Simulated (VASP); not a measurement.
Runs of VASP 6.6.1 on SiNi2. The structure is that of space group P6_3/mmc (No. 194), or close to it. The cells are those of the table. 

```csv
task,cell,cutoff (eV),gap on the mesh (eV),pressure (GPa)
relaxation of shape and atoms at fixed volume,"relaxed from a = 3.907, b = 3.907, c = 4.966 Å, angles 90.0, 90.0, 120.0°, 6 atoms",600,none,-6.0
single point,"a = 3.868, b = 3.868, c = 4.917 Å, angles 90.0, 90.0, 120.0°, 6 atoms",520,none,(a)
relaxation of shape and atoms at fixed volume,"relaxed from a = 3.982, b = 3.982, c = 5.104 Å, angles 90.0, 90.0, 120.0°, 6 atoms",600,none,-16.9
relaxation of shape and atoms at fixed volume,"relaxed from a = 3.939, b = 3.939, c = 5.026 Å, angles 90.0, 90.0, 120.0°, 6 atoms",600,none,-11.2
relaxation of shape and atoms at fixed volume,"relaxed from a = 3.829, b = 3.829, c = 4.867 Å, angles 90.0, 90.0, 120.0°, 6 atoms",600,none,7.5
single point,"a = 3.798, b = 3.798, c = 4.794 Å, angles 90.0, 90.0, 120.0°, 6 atoms",520,none,16.4
single point,"a = 3.761, b = 3.761, c = 4.733 Å, angles 90.0, 90.0, 120.0°, 6 atoms",520,none,26.9
single point,"a = 3.933, b = 3.933, c = 5.041 Å, angles 90.0, 90.0, 120.0°, 6 atoms",520,none,-11.1
single point,"a = 3.902, b = 3.902, c = 4.979 Å, angles 90.0, 90.0, 120.0°, 6 atoms",520,none,-6.0
```

Alike in all rows: level PBEsol; potentials or basis VASP PAW PBE potentials, release 64 (Si, Ni); no spin polarisation; k mesh 12 × 12 × 8; smearing gaussian 0.1 eV.

Task: Fill in the values left out.

Result: (a) 0.3.

Caveats: the PAW data sets were made with another functional, which shifts forces and pressure a little; the cell stands under pressure (at least some runs); the cell stands under tension (at least some runs).

A gap of «none» marks levels without a gap at the run's occupations.
